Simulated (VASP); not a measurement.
# Ba7SrO8 (P1) in VASP: single point with PBEsol

Aim: the single point of Ba7SrO8 with PBEsol.

Program: VASP 6.6.1. These are calculated values, not measurements. Logs are shortened: lines on timing, memory, paths and dates and some standing lists are left out, and cuts for length are marked.

## (1) The cell of the first run

The typed cell holds 64 atoms: a = 10.845 Å, b = 10.845 Å, c = 10.845 Å, α = 90.00°, β = 90.00°, γ = 90.00°.

## (2) Single point, PBEsol

File INCAR:

```
SYSTEM = Ba7SrO8
PREC = Accurate
ENCUT = 520
EDIFF = 1E-6
ISMEAR = -1
SIGMA = 0.05
LREAL = Auto
LASPH = .TRUE.
NELM = 60
ALGO = Normal
ISIF = 2
LWAVE = .FALSE.
LCHARG = .FALSE.
GGA = PS
NBANDS = 294
```

File KPOINTS:

```
Automatic mesh
0
Gamma
  1 1 1
  0.5 0.5 0.5
```

File POSCAR:

```
Ba7SrO8
1.0
   10.8453254720      0.0000000000      0.0000000000
    0.0000000000     10.8453254720      0.0000000000
    0.0000000000      0.0000000000     10.8453254720
O Ba Sr
32 28 4
Direct
    0.2509250000      0.0012650000      0.9998940000
    0.2501190000      0.0004400000      0.4998820000
    0.2582680000      0.4986090000      0.0000590000
    0.2512630000      0.4999380000      0.5000600000
    0.7482140000      0.0087230000      0.0000750000
    0.7496690000      0.0016330000      0.5000930000
    0.7424720000      0.4929110000      0.0002380000
    0.7486090000      0.4989390000      0.5003300000
    0.9909320000      0.2519770000      0.0003270000
    0.9985620000      0.2503770000      0.5001500000
    0.9987880000      0.7491890000      0.9927670000
    0.9996510000      0.7499720000      0.5081190000
    0.5063590000      0.2566670000      0.0059420000
    0.5014590000      0.2517680000      0.4909620000
    0.5016210000      0.7411460000      0.0002990000
    0.5000680000      0.7488770000      0.5001150000
    0.9998310000      0.0004180000      0.2495590000
    0.9995670000      0.9926340000      0.7504520000
    0.9998290000      0.5002110000      0.2483130000
    0.9997080000      0.5073900000      0.7513640000
    0.5001980000      0.0088500000      0.2480610000
    0.5000190000      0.9998910000      0.7511490000
    0.5003020000      0.4929950000      0.2421560000
    0.5001730000      0.4994990000      0.7583230000
    0.2583800000      0.2505210000      0.2480280000
    0.2495810000      0.2503130000      0.7511430000
    0.2501360000      0.7500810000      0.2496480000
    0.2423860000      0.7498880000      0.7505220000
    0.7426550000      0.2506890000      0.2422060000
    0.7492400000      0.2505430000      0.7584910000
    0.7498400000      0.7502830000      0.2482840000
    0.7571210000      0.7500610000      0.7513270000
    0.9981540000      0.0002840000      0.9985900000
    0.9997640000      0.9988300000      0.5015560000
    0.9978940000      0.5001830000      0.9985070000
    0.9998770000      0.5016090000      0.5018240000
    0.5013660000      0.0038610000      0.0012560000
    0.4999840000      0.0018340000      0.4982210000
    0.4999960000      0.4986290000      0.4980070000
    0.2535170000      0.2517050000      0.0012480000
    0.2515340000      0.2503050000      0.4982270000
    0.2499680000      0.7484320000      0.9985690000
    0.2484710000      0.7500850000      0.5016220000
    0.7483310000      0.2503170000      0.4979530000
    0.7498160000      0.7482450000      0.9985210000
    0.7513110000      0.7502560000      0.5018240000
    0.2516350000      0.0019380000      0.2496490000
    0.2483680000      0.9987390000      0.7501920000
    0.2530590000      0.4985610000      0.2481320000
    0.2500440000      0.5013610000      0.7517210000
    0.7482410000      0.0033930000      0.2480880000
    0.7510750000      0.0004040000      0.7517550000
    0.7469990000      0.4973520000      0.2468670000
    0.7496150000      0.4999690000      0.7530280000
    0.9978710000      0.2504330000      0.2481220000
    0.9979770000      0.2503300000      0.7518310000
    0.9999110000      0.7502220000      0.2497880000
    0.5014140000      0.2517000000      0.7535610000
    0.5000830000      0.7481450000      0.2481630000
    0.4999640000      0.7483200000      0.7518220000
    0.5018770000      0.4966710000      0.0015570000
    0.7463330000      0.2522290000      0.0015650000
    0.9996640000      0.7500630000      0.7505060000
    0.5018220000      0.2521210000      0.2460210000
```

Potentials or basis: VASP PAW PBE potentials, release 64 (O, Ba_sv, Sr_sv).

Launch:

```console
$ cat potpaw_PBE.64/O/POTCAR potpaw_PBE.64/Ba_sv/POTCAR potpaw_PBE.64/Sr_sv/POTCAR > POTCAR
$ mpirun -np 1 vasp_std > vasp.out
```

OUTCAR:

```text
SYSTEM = Ba7SrO8
   PREC = Accurate
   ENCUT = 520
   EDIFF = 1E-6
   ISMEAR = -1
   LREAL = Auto
   LASPH = .TRUE.
   NELM = 60
   ISIF = 2
   GGA = PS

 ion  position               nearest neighbor table
   1  0.251  0.001  1.000-  48 2.71  47 2.71  40 2.72  37 2.72  33 2.74  42 2.74
   2  0.250  0.000  0.500-  38 2.71  41 2.71  47 2.71  48 2.71  34 2.72  43 2.72
   3  0.258  0.499  0.000-  61 2.64  40 2.68  49 2.69  50 2.69  42 2.71  35 2.82
   4  0.251  0.500  0.500-  39 2.70  41 2.71  43 2.71  36 2.73  50 2.73  49 2.73
   5  0.748  0.009  0.000-  62 2.64  37 2.68  51 2.69  52 2.69  33 2.71  45 2.83
   6  0.750  0.002  0.500-  44 2.70  38 2.71  34 2.71  46 2.73  52 2.73  51 2.73
[... 76 lines left out ...]
  58  0.501  0.252  0.754-  24 2.69  30 2.69  22 2.73  26 2.73  13 2.74  14 2.85  62 3.78  61 3.78
                            37 3.80  40 3.80  54 3.81  52 3.84  50 3.84  39 3.85  44 3.85  38 3.87
  59  0.500  0.748  0.248-  15 2.69  31 2.71  27 2.71  16 2.73  23 2.77  21 2.83  49 3.81  53 3.82
                            61 3.82  39 3.83  45 3.83  42 3.83  47 3.85  37 3.86  51 3.86  38 3.86
  60  0.500  0.748  0.752-  15 2.70  24 2.70  22 2.73  16 2.73  32 2.79  28 2.79  45 3.81  42 3.81
                            50 3.81  54 3.82  46 3.84  61 3.85  43 3.85  48 3.85  52 3.86  39 3.86
  61  0.502  0.497  0.002-  13 2.60   7 2.61  23 2.61  24 2.64   3 2.64  15 2.65  62 3.75  64 3.75
                            53 3.76  58 3.78  40 3.78  49 3.80  54 3.81  59 3.82  45 3.83  60 3.85
  62  0.746  0.252  0.002-  13 2.60  29 2.61   7 2.61  30 2.64   5 2.64   9 2.65  61 3.75  64 3.75
                            53 3.76  58 3.78  37 3.78  51 3.80  54 3.81  55 3.82  35 3.83  56 3.85
  63  1.000  0.750  0.751-  11 2.63  12 2.63  32 2.63  18 2.63  20 2.63  28 2.63  46 3.81  36 3.81
                            48 3.81  43 3.82  34 3.82  45 3.82  35 3.82  33 3.82  42 3.82  52 3.83
  64  0.502  0.252  0.246-  13 2.60  29 2.61  23 2.61  21 2.64  25 2.64  14 2.66  62 3.75  61 3.75
                            53 3.76  37 3.78  40 3.78  51 3.80  49 3.80  44 3.82  39 3.82  47 3.84

  LATTYP: Found a simple cubic cell.
 ALAT       =    10.8453254720

  Lattice vectors:

 A1 = (  10.8453254720,   0.0000000000,   0.0000000000)
 A2 = (   0.0000000000,  10.8453254720,   0.0000000000)
 A3 = (   0.0000000000,   0.0000000000,  10.8453254720)

Analysis of symmetry for initial positions (statically):
=====================================================================
 Subroutine PRICEL returns:
 Original cell was already a primitive cell.

 Routine SETGRP: Setting up the symmetry group for a
 simple cubic supercell.

 Subroutine GETGRP returns: Found  1 space group operations
 (whereof  1 operations were pure point group operations)
 out of a pool of 48 trial point group operations.

The static configuration has the point symmetry C_1 .

Analysis of symmetry for dynamics (positions and initial velocities):
=====================================================================
 Subroutine PRICEL returns:
 Original cell was already a primitive cell.

 Routine SETGRP: Setting up the symmetry group for a
 simple cubic supercell.

 Subroutine GETGRP returns: Found  1 space group operations
 (whereof  1 operations were pure point group operations)
 out of a pool of 48 trial point group operations.

The dynamic configuration has the point symmetry C_1 .

 Subroutine INISYM returns: Found  1 space group operations
 (whereof  1 operations are pure point group operations),
 and found     1 'primitive' translations

----------------------------------------------------------------------------------------

                                     Primitive cell

  volume of cell :    1275.6389

  direct lattice vectors                    reciprocal lattice vectors
    10.845325472  0.000000000  0.000000000     0.092205624  0.000000000  0.000000000
     0.000000000 10.845325472  0.000000000     0.000000000  0.092205624  0.000000000
     0.000000000  0.000000000 10.845325472     0.000000000  0.000000000  0.092205624

  length of vectors
    10.845325472 10.845325472 10.845325472     0.092205624  0.092205624  0.092205624

  position of ions in fractional coordinates (direct lattice)
     0.250925000  0.001265000  0.999894000
     0.250119000  0.000440000  0.499882000
[... 142 lines left out ...]
     0.000000000  0.092205624  0.000000000     0.000000000  1.000000000  0.000000000
     0.000000000  0.000000000  0.092205624     0.000000000  0.000000000  1.000000000

  Length of vectors
     0.092205624  0.092205624  0.092205624

  Shift w.r.t. Gamma in fractional coordinates (k-lattice)
     0.500000000  0.500000000  0.500000000

 Subroutine IBZKPT returns following result:
 ===========================================

 Found      1 irreducible k-points:

 Following reciprocal coordinates:
            Coordinates               Weight
  0.500000  0.500000  0.500000      1.000000
   k-points           NKPTS =      1   k-points in BZ     NKDIM =      1   number of bands    NBANDS=    294
   number of dos      NEDOS =    301   number of ions     NIONS =     64
   total plane-waves  NPLWV = 592704
   dimension x,y,z NGX =    84 NGY =   84 NGZ =   84
   dimension x,y,z NGXF=   168 NGYF=  168 NGZF=  168
   ions per type =              32  28   4
   NGX,Y,Z   is equivalent  to a cutoff of  12.88, 12.88, 12.88 a.u.
   NGXF,Y,Z  is equivalent  to a cutoff of  25.75, 25.75, 25.75 a.u.
 SYSTEM =  Ba7SrO8
   PREC   = accura    normal or accurate (medium, high low for compatibility)
   ISTART =      0    job   : 0-new  1-cont  2-samecut
   ICHARG =      2    charge: 1-file 2-atom 10-const
   ISPIN  =      1    spin polarized calculation?
   LNONCOLLINEAR =      F non collinear calculations
   LSORBIT =      F    spin-orbit coupling
   LASPH  =      T    aspherical Exc in radial PAW
   ENCUT  =  520.0 eV  38.22 Ry    6.18 a.u.  20.17 20.17 20.17*2*pi/ulx,y,z
   NELM   =     60;   NELMIN=  2; NELMDL= -5     # of ELM steps
   EDIFF  = 0.1E-05   stopping-criterion for ELM
   LREAL  =      T    real-space projection
   EDIFFG = 0.1E-04   stopping-criterion for IOM
   NSW    =      0    number of steps for IOM
   IBRION =     -1    ionic relax: 0-MD 1-quasi-New 2-CG
   NFREE  =      0    steps in history (QN), initial steepest desc. (CG)
   ISIF   =      2    stress and relaxation
   ISYM   =      2    0-nonsym 1-usesym 2-fastsym
   POTIM  = 0.5000    time-step for ionic-motion
   TEBEG  =    0.0;   TEEND  =   0.0 temperature during run
   PSTRESS=    0.0 pullay stress
   NELECT =     512.0000    total number of electrons
   NUPDOWN=      -1.0000    fix difference up-down
   EMIN   =  10.00;   EMAX   =-10.00  energy-range for DOS
   EFERMI =   0.00;   METHOD = LEGACY
   ISMEAR =    -1;   SIGMA  =   0.05  broadening in eV -4-tet -1-fermi 0-gaus
   EFERMI_NEDOS =   21; number of points for ismear=-14 and -15
   IALGO  =     38    algorithm
   IMIX   =      4    mixing-type and parameters
     AMIX     =   0.40;   BMIX     =  1.00
     AMIX_MAG =   1.60;   BMIX_MAG =  1.00
  volume/ion in A,a.u.               =      19.93       134.51
  Fermi-wavevector in a.u.,A,eV,Ry     =   1.207598  2.282028 19.841266  1.458292
  Thomas-Fermi vector in A             =   2.343230
   LORBIT       =      0    0 simple, 1 ext, 2 COOP (PROOUT), +10 PAW based schemes
   GGA     = PS    functional components
   LHFCALC =     F    Hartree Fock is set to
   AEXX    =    0.0000 exact exchange contribution
   IVDW    =     0    specifies the selected vdW correction
   LEPSILON=     F    determine dielectric tensor
   LRPA    =     F    only Hartree local field effects (RPA)
 non-spin polarized calculation
  energy-cutoff  :      520.00
  volume of cell :     1275.64
 maximum number of plane-waves:     34416
 NGX is ok and might be reduce to    80
   NGX = 41   NGY = 41   NGZ = 41

 number of electron     512.0000095 magnetization

 Free energy of the ion-electron system (eV)
  ---------------------------------------------------
  ext. energy  EPLUGINS =         0.00000000
  ---------------------------------------------------
  free energy    TOTEN  =      -401.47988787 eV

  energy without entropy =     -401.47988787  energy(sigma->0) =     -401.47988787

 E-fermi :   2.5276     XC(G=0): -10.0883

 val. band max:        1.1362650685   @ k =   0.5000   0.5000   0.5000
 cond. band min:       5.3672144643   @ k =   0.5000   0.5000   0.5000
 fundamental gap:      4.2309493957
 Fermi energy:         2.5275763809

 k-point     1 :       0.5000    0.5000    0.5000
  band No.  band energies     occupation
      1     -30.8483      2.00000
      2     -30.8407      2.00000
      3     -30.8243      2.00000
      4     -30.8162      2.00000
      5     -23.7345      2.00000
      6     -23.7175      2.00000
[... 260 lines left out ...]
    267       5.4968      0.00000
    268       5.5155      0.00000
 [bands above 268 left out]

------------------------ aborting loop because EDIFF is reached ----------------------------------------

  FORCE on cell =-STRESS in cart. coord.  units (eV):
  Direction    XX          YY          ZZ          XY          YZ          ZX
  --------------------------------------------------------------------------------------
  -------------------------------------------------------------------------------------
  Total       13.5657777     13.5610352     13.6161658      0.1295391      0.1972980      0.1984108
  in kB       17.0383490     17.0323924     17.1016354      0.1626985      0.2478024      0.2492000
  external PRESSURE =      17.0574589 kB  Pullay stress =       0.0000000 kB

 VOLUME and BASIS-vectors are now :
 -----------------------------------------------------------------------------
  energy-cutoff  :      520.00
  volume of cell :     1275.64
      direct lattice vectors                 reciprocal lattice vectors
    10.845325472  0.000000000  0.000000000     0.092205624  0.000000000  0.000000000
     0.000000000 10.845325472  0.000000000     0.000000000  0.092205624  0.000000000
     0.000000000  0.000000000 10.845325472     0.000000000  0.000000000  0.092205624

 POSITION                                       TOTAL-FORCE (eV/Angst)
 -----------------------------------------------------------------------------------
      2.72136      0.01372     10.84418        -0.012588     -0.013228     -0.001250
      2.71262      0.00477      5.42138        -0.001912     -0.001626     -0.000613
      2.80100      5.40758      0.00064         0.031168      0.013657     -0.002135
      2.72503      5.42199      5.42331        -0.012696      0.004004      0.001256
      8.11462      0.09460      0.00081         0.016523      0.029048     -0.002802
      8.13040      0.01771      5.42367         0.001979     -0.012278     -0.001116
[... 56 lines left out ...]
     10.84168      8.13468      8.13948        -0.000755     -0.002234      0.001310
      5.44242      2.73433      2.66818        -0.003447     -0.001559      0.001860
 -----------------------------------------------------------------------------------
    total drift:                                0.004966      0.013028     -0.016660

  FREE ENERGIE OF THE ION-ELECTRON SYSTEM (eV)
  ---------------------------------------------------
  free  energy   TOTEN  =      -401.4798878685 eV

  energy  without entropy=     -401.4798878685  energy(sigma->0) =     -401.47988787
```

Wall time 12 min (1 thread of Oxide Virtual Turin-like, shared host); peak memory 1.2 GiB.

What came out:

- Free energy: -401.4799 eV
- Pressure: 1.7 GPa
- Largest force: 0.083 eV/Å
- Band gap on the k mesh: 4.23 eV

Forces on the atoms (eV/Å):
```
O   -0.013 -0.013 -0.001
O   -0.002 -0.002 -0.001
O    0.031  0.014 -0.002
O   -0.013  0.004  0.001
O    0.017  0.029 -0.003
O    0.002 -0.012 -0.001
O   -0.041 -0.040 -0.005
O    0.013  0.013 -0.003
O   -0.028 -0.018 -0.002
O    0.012 -0.001  0.000
O    0.016  0.013 -0.039
O    0.004  0.003  0.035
O    0.049  0.047  0.048
O   -0.016 -0.017 -0.033
O   -0.018 -0.026 -0.001
O   -0.003  0.014  0.002
O    0.000  0.002  0.004
O    0.002 -0.036 -0.003
O    0.003 -0.001  0.014
O    0.002  0.040 -0.015
O   -0.002  0.030  0.018
O   -0.003  0.000 -0.012
O   -0.001 -0.042 -0.043
O   -0.003  0.003  0.034
O    0.034 -0.003  0.021
O    0.000 -0.001 -0.011
O   -0.001  0.002  0.003
O   -0.038  0.002 -0.005
O   -0.044 -0.002 -0.044
O    0.002 -0.004  0.030
O    0.000  0.001  0.015
O    0.038  0.001 -0.015
Ba   0.009  0.003  0.010
Ba   0.002  0.009 -0.008
Ba   0.014  0.001  0.013
Ba   0.002 -0.009 -0.014
Ba  -0.010 -0.018 -0.009
Ba   0.000 -0.009  0.009
Ba   0.001  0.010  0.009
Ba  -0.017 -0.010 -0.009
Ba  -0.010 -0.002  0.008
Ba   0.003  0.011  0.012
Ba   0.010  0.000 -0.011
Ba   0.008  0.001  0.011
Ba   0.002  0.014  0.012
Ba  -0.010  0.000 -0.014
Ba  -0.011 -0.011  0.003
Ba   0.009  0.006 -0.005
Ba  -0.018  0.011  0.013
Ba  -0.002 -0.009 -0.011
Ba   0.011 -0.016  0.014
Ba  -0.010 -0.003 -0.012
Ba   0.018  0.020  0.021
Ba   0.000  0.001 -0.015
Ba   0.012 -0.001  0.012
Ba   0.011 -0.004 -0.012
Ba   0.002  0.002  0.007
Ba  -0.011 -0.010 -0.017
Ba   0.000  0.013  0.011
Ba  -0.002  0.010 -0.013
Sr  -0.006  0.000 -0.002
Sr   0.000 -0.006 -0.002
Sr  -0.001 -0.002  0.001
Sr  -0.003 -0.002  0.002
```

Caveat: the k points lie up to 0.58 Å⁻¹ apart; the PAW data sets were made with another functional, which shifts forces and pressure a little; spin-orbit coupling is left out, which moves the levels of the heavy elements; a shifted mesh leaves out Γ, where band edges can lie.
